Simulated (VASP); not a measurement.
Here is a VASP 6.6.1 calculation.

The input INCAR:

```
SYSTEM = C
ALGO = Normal
EDIFF = 1E-6
ENCUT = 520
GGA = CA
ISIF = 2
ISMEAR = 0
LASPH = .TRUE.
LCHARG = .TRUE.
LELF = .TRUE.
LREAL = .FALSE.
LVHAR = .TRUE.
LWAVE = .FALSE.
NBANDS = 26
NELM = 60
PREC = Accurate
SIGMA = 0.05
```

File KPOINTS:

```
k-points
0
G
  12 12 4
  0 0 0
```

File POSCAR:

```
C
1.0
    2.5477576841      0.0000000000      0.0000000000
   -1.2738788420      2.2064228771      0.0000000000
    0.0000000000      0.0000000000      7.8306598603
C
8
Direct
    0.0000000000      0.0000000000      0.0973191510
    0.0000000000      0.0000000000      0.5973191510
    0.0000000000      0.0000000000      0.4026808490
    0.0000000000      0.0000000000      0.9026808490
    0.3333333333      0.6666666667      0.1521368824
    0.6666666667      0.3333333333      0.6521368824
    0.3333333333      0.6666666667      0.3478631176
    0.6666666667      0.3333333333      0.8478631176
```

Potentials or basis: VASP PAW LDA potentials, release 64 (C).

Run with:

```bash
$ cat potpaw_LDA.64/C/POTCAR > POTCAR
$ mpirun -np 1 vasp_std > vasp.out
```

(1) Predict the pressure.

(2) Estimate the largest force.

Answers

(1) 3.9 GPa.

(2) 2.428 eV/Å.

Caveat: the cell differs from its parent crystal (mode 21 frozen in at +0.036 Å, strain +e along z and -e/2 along x and y -0.0467); forces of over 1 eV/Å act on the atoms, so gaps and moduli don't describe the material at rest.
